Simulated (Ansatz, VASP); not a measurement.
**One calculation of SiC, two programs**

```
Si C
1.0
     3.09606    0.00000    0.00000
    -1.54803    2.68127    0.00000
     0.00000    0.00000   10.13734
Si C
4 4
Direct
  0.00000 0.00000 0.18789
  0.00000 0.00000 0.68789
  0.33333 0.66667 0.43784
  0.66667 0.33333 0.93784
  0.00000 0.00000 0.00046
  0.00000 0.00000 0.50046
  0.33333 0.66667 0.24980
  0.66667 0.33333 0.74980
```

Alike in both runs: task single point; functional PBEsol; dispersion D3(BJ); k mesh 10 × 10 × 3; occupations fermi-dirac, width 0.05 eV; no spin polarisation.

|  | VASP | Ansatz |
| --- | --- | --- |
| version | VASP 6.6.1 | Ansatz 0.2.0 |
| potentials or method | VASP PAW PBE potentials, release 64 (Si, C) | Ansatz PAW |
| plane-wave cutoff (eV) | 520 | 420 |
| valence electrons in the cell | 32 | 32 |

VASP gave:

| Property | Result |
| --- | --- |
| gap on the k mesh at the Fermi level (eV) | 2.10 |
| least direct gap on the mesh (eV) | 3.23 |
| pressure (GPa) | -7.1 |

Which values does Ansatz return?

gap on the k mesh at the Fermi level (eV): 2.11; least direct gap on the mesh (eV): 3.23; pressure (GPa): -7.5.

VASP's potentials were made for PBE, not for PBEsol.

Noted on Ansatz's run: odd divisions of the mesh miss points on the zone boundary, where band edges often lie, so the gap on the mesh can be too wide.
